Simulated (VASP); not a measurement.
Wanted: the native input for a VASP 6.6.1 run.

* Task: single point
* Functional: PBE
* Dispersion: D3(BJ)
* Potentials or basis: VASP PAW PBE potentials, release 64 (Si)
* Cutoff: 520 eV
* k mesh: 9 × 9 × 1
* Occupations: gaussian, width 0.1 eV
* Spin: no spin polarisation
* Dipole correction: yes
* Further INCAR settings: ALGO = Normal; EDIFF = 1e-06; NBANDS = 16

The structure of Si lies in POSCAR:

```
Si
1.0
    3.8475254748      0.0000000000      0.0000000000
   -1.9237627374      3.3320548028      0.0000000000
    0.0000000000      0.0000000000     18.4415958287
Si
4
Direct
    0.3333333333      0.6666666667      0.2695427207
    0.6666666667      0.3333333333      0.2440135898
    0.6666666667      0.3333333333      0.5824656352
    0.3333333333      0.6666666667      0.5569365043
```

The input as run:

INCAR

```
SYSTEM = Si
ALGO = Normal ; DIPOL = 0.5 0.5 0.413
EDIFF = 1E-6 ; ENCUT = 520
GGA = PE ; IDIPOL = 3
ISIF = 2 ; ISMEAR = 0
IVDW = 12 ; LASPH = .True.
LCHARG = .True. ; LDIPOL = .True.
LELF = .True. ; LREAL = .False.
LVACPOTAV = .True. ; LVHAR = .True.
LWAVE = .False. ; NBANDS = 16
NELM = 80 ; PREC = Accurate
SIGMA = 0.1
```

KPOINTS

```
k-points
0
Gamma
  9 9 1
  0 0 0
```

Potentials or basis: VASP PAW PBE potentials, release 64 (Si).

Run with:

```sh
$ cat potpaw_PBE.64/Si/POTCAR > POTCAR
$ mpirun -np 1 vasp_std > vasp.out
```

It gave:

- Largest force: 0.042 eV/Å
- Band gap on the k mesh: 0.07 eV, direct
- Dispersion energy per atom: -0.210 eV

Wall time 93 s on 1 thread of Intel Xeon 6975P-C, with other jobs on the host, peak memory 0.35 GiB.
